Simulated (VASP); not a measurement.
Wanted: the native input for a VASP 6.6.1 run.

```
Task                   : single point
Functional             : LDA
Potentials or basis    : VASP PAW LDA potentials, release 64 (Zn)
Cutoff                 : 520 eV
k mesh                 : 10 × 10 × 14
Occupations            : fermi-dirac, width 0.1 eV
Spin                   : no spin polarisation
Dipole correction      : no
Further INCAR settings : ALGO = Normal; EDIFF = 1e-06; NBANDS = 25
```

The structure of Zn lies in POSCAR:

```
Zn
1.0
    4.2885195323      0.0000000000      0.0000000000
   -2.1442597661      3.7139668596      0.0000000000
    0.0000000000      0.0000000000      2.6122017858
Zn
3
Direct
    1.0000000000      1.0000000000      0.0000000000
    0.3333333333      0.6666666667      0.5000000000
    0.6666666667      0.3333333333      0.5000000000
```

One way to write it, as run:

INCAR

```
PREC = Accurate
ENCUT = 520
EDIFF = 1E-6
ISMEAR = -1
SIGMA = 0.1
LREAL = False
LASPH = True
NELM = 60
ALGO = Normal
ISIF = 2
LWAVE = False
LCHARG = True
GGA = CA
LELF = True
LVHAR = True
NBANDS = 25
```

KPOINTS

```
Automatic mesh
0
Gamma
  10 10 14
```

Potentials or basis: VASP PAW LDA potentials, release 64 (Zn).

The run is started by

```bash
$ cat potpaw_LDA.64/Zn/POTCAR > POTCAR
$ mpirun -np 1 vasp_std > vasp.out
```

Results of the run:

```json
{
 "Pressure": "0.6 GPa",
 "Band gap on the k mesh": "zero (band 18 reaches 8.12 eV, above the bottom of band 19 at 2.69 eV)"
}
```

Wall time 2.2 min on 1 thread of AMD EPYC 7R13, with other jobs on the host, peak memory 0.17 GiB.
